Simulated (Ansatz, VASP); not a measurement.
# Cl: VASP beside Ansatz

File INCAR:

```
SYSTEM = Cl
PREC = Accurate
ENCUT = 520
EDIFF = 1E-7
ISMEAR = 0
SIGMA = 0.02
LREAL = .False.
LASPH = .True.
NELM = 60
ALGO = Normal
ISIF = 2
LWAVE = .False.
LCHARG = .True.
GGA = PE
IVDW = 12
LELF = .True.
LVHAR = .True.
NBANDS = 38
```

KPOINTS

```
Automatic mesh
0
Gamma
  4 8 4
  0 0 0
```

POSCAR

```
Cl
1.0
    6.5809427420      0.0000000000      0.0000000000
    0.0000000000      4.1240653391      0.0000000000
    0.0000000000      0.0000000000      7.9708123820
Cl
8
Direct
    0.5000000000      0.3722970767      0.1091078254
    0.5000000000      0.8722970767      0.3908921746
    0.5000000000      0.6277029233      0.8908921746
    0.5000000000      0.1277029233      0.6091078254
    0.0000000000      0.8722970767      0.1091078254
    0.0000000000      0.3722970767      0.3908921746
    0.0000000000      0.1277029233      0.8908921746
    0.0000000000      0.6277029233      0.6091078254
```

Input for Ansatz:

```yaml
crystal:
  lattice:
    - [6.580942742, 0.0, 0.0]
    - [0.0, 4.1240653391, 0.0]
    - [0.0, 0.0, 7.970812382]
  atoms:
    - { symbol: Cl, position: [0.5, 0.3722970767, 0.1091078254] }
    - { symbol: Cl, position: [0.5, 0.8722970767, 0.3908921746] }
    - { symbol: Cl, position: [0.5, 0.6277029233, 0.8908921746] }
    - { symbol: Cl, position: [0.5, 0.1277029233, 0.6091078254] }
    - { symbol: Cl, position: [0.0, 0.8722970767, 0.1091078254] }
    - { symbol: Cl, position: [0.0, 0.3722970767, 0.3908921746] }
    - { symbol: Cl, position: [0.0, 0.1277029233, 0.8908921746] }
    - { symbol: Cl, position: [0.0, 0.6277029233, 0.6091078254] }
basis:
  ecutwfc: 420
kpoints:
  mp_grid: { grid: [4, 8, 4] }
  band_path: { path: [VBM, CBM], npoints: 2 }
hamiltonian:
  xc: pbe
  dispersion: d3bj
scf:
  occupations: { method: gaussian, width: 0.02 }
output:
  forces: true
  stress: true
  eigenvalues: true
checkpoint:
  read: start.run
  write: ck
  compress: false
  write_wavefunctions: false
  write_every: 100000
```

Alike in both runs: task single point; functional PBE; dispersion D3(BJ); k mesh 4 × 8 × 4; occupations gaussian, width 0.02 eV; no spin polarisation.

|  | VASP | Ansatz |
| --- | --- | --- |
| version | VASP 6.6.1 | Ansatz 0.2.0 |
| potentials or method | VASP PAW PBE potentials, release 64 (Cl), cutoff 520 eV | scalar-relativistic, plane waves, PAW |
| valence electrons in the cell | 56 | 56 |

Ansatz gave:

| Quantity | Value |
| --- | --- |
| gap on the k mesh at the Fermi level (eV) | 2.31 |
| least direct gap on the mesh (eV) | 2.31 |
| pressure (GPa) | 0.1 |
| traceless stress, the component that is largest in VASP (GPa) | 0.14 |
| rms of the force components (eV/Å) | 0.002 |

**Question.** Estimate VASP's values.

**Answer.** gap on the k mesh at the Fermi level (eV): 2.35; least direct gap on the mesh (eV): 2.35; pressure (GPa): -0.3; traceless stress, the component that is largest in VASP (GPa): -0.24; rms of the force components (eV/Å): 0.101.

Atom by atom the forces differ by 0.099 eV/Å (rms over components).
